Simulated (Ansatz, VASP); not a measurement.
GeS: VASP beside Ansatz

```
Ge S
1.0
    10.78400    0.00000    0.00000
     0.00000    3.66646    0.00000
     0.00000    0.00000    4.45614
Ge S
4 4
Direct
  0.12599 0.25000 0.63494
  0.87401 0.75000 0.36506
  0.37401 0.75000 0.13494
  0.62599 0.25000 0.86506
  0.84706 0.25000 0.00297
  0.15294 0.75000 0.99703
  0.65294 0.75000 0.50297
  0.34706 0.25000 0.49703
```

Alike in both runs: functional PBE; k mesh 4 × 8 × 6; no spin polarisation.

Ansatz relaxed the structure, and its values are those at the end. VASP's run is a single point on that final structure, the one shown.

|  | VASP | Ansatz |
| --- | --- | --- |
| version | VASP 6.6.1 | Ansatz 0.2.0 |
| potentials or method | VASP PAW PBE potentials, release 64 (Ge_d, S), cutoff 500 eV | scalar-relativistic, plane waves, PAW |
| occupations | gaussian, width 0.01 eV | fixed |
| valence electrons in the cell | 80 | 80 |

|  | VASP | Ansatz | Ansatz less VASP |
| --- | --- | --- | --- |
| gap on the k mesh at the Fermi level (eV) | 1.24 | 1.24 | +0.004 |
| least direct gap on the mesh (eV) | 1.24 | 1.24 | +0.004 |
| pressure (GPa) | -0.1 | 0.0 | +0.09 |
